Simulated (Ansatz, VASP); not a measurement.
# Li2Se: VASP beside Ansatz

INCAR

```
  PREC = Accurate
  ENCUT = 750
  EDIFF = 1E-6
  ISMEAR = -1
  SIGMA = 0.02
  LREAL = False
  LASPH = True
  NELM = 120
  ALGO = Normal
  ISIF = 2
  LWAVE = False
  LCHARG = False
  GGA = PE
  NBANDS = 13
  GGA_COMPAT = False
```

KPOINTS

```
Automatic mesh
0
Gamma
  8 8 8
```

Contents of POSCAR:

```
Li2Se
1.0
    0.0000000000      2.9935010607      2.9935010607
    2.9935010607      0.0000000000      2.9935010607
    2.9935010607      2.9935010607      0.0000000000
Li Se
2 1
Direct
    0.7500000000      0.7500000000      0.7500000000
    0.2500000000      0.2500000000      0.2500000000
    0.0000000000      0.0000000000      0.0000000000
```

Input for Ansatz:

```yaml
crystal:
  lattice:
    - [0.0, 2.9935010607, 2.9935010607]
    - [2.9935010607, 0.0, 2.9935010607]
    - [2.9935010607, 2.9935010607, 0.0]
  atoms:
    - { symbol: Li, position: [0.75, 0.75, 0.75] }
    - { symbol: Li, position: [0.25, 0.25, 0.25] }
    - { symbol: Se, position: [0.0, 0.0, 0.0] }
kpoints:
  mp_grid: { grid: [8, 8, 8] }
  band_path:
    path:
      - [[0.0, 0.0, 0.0], [0.5, 0.0, 0.5], [0.625, 0.25, 0.625]]
      - [[0.375, 0.375, 0.75], [0.0, 0.0, 0.0], [0.5, 0.5, 0.5], [0.5, 0.25, 0.75], [0.5, 0.0, 0.5]]
    npoints: 10
hamiltonian:
  xc: pbe
scf:
  occupations: { method: fermi_dirac, width: 0.02 }
  n_extra_bands: 4
output:
  forces: true
  stress: true
  eigenvalues: true
```

Alike in both runs: task single point; functional PBE; k mesh 8 × 8 × 8; occupations fermi-dirac, width 0.02 eV; no spin polarisation.

|  | VASP | Ansatz |
| --- | --- | --- |
| version | VASP 6.6.1 | Ansatz 0.2.0 |
| potentials or method | VASP PAW PBE potentials, release 64 (Li_sv, Se) | plane waves, PAW |
| plane-wave cutoff (eV) | 750 | 420 |
| valence electrons in the cell | 12 | 22 |

```csv
,VASP,Ansatz,Ansatz less VASP
gap on the k mesh at the Fermi level (eV),2.97,2.97,+0.006
pressure (GPa),0.3,0.3,+0.07
```

VASP's potentials hold 12 valence electrons a cell and Ansatz's 22, so a difference there can come from the potentials and not from the codes.
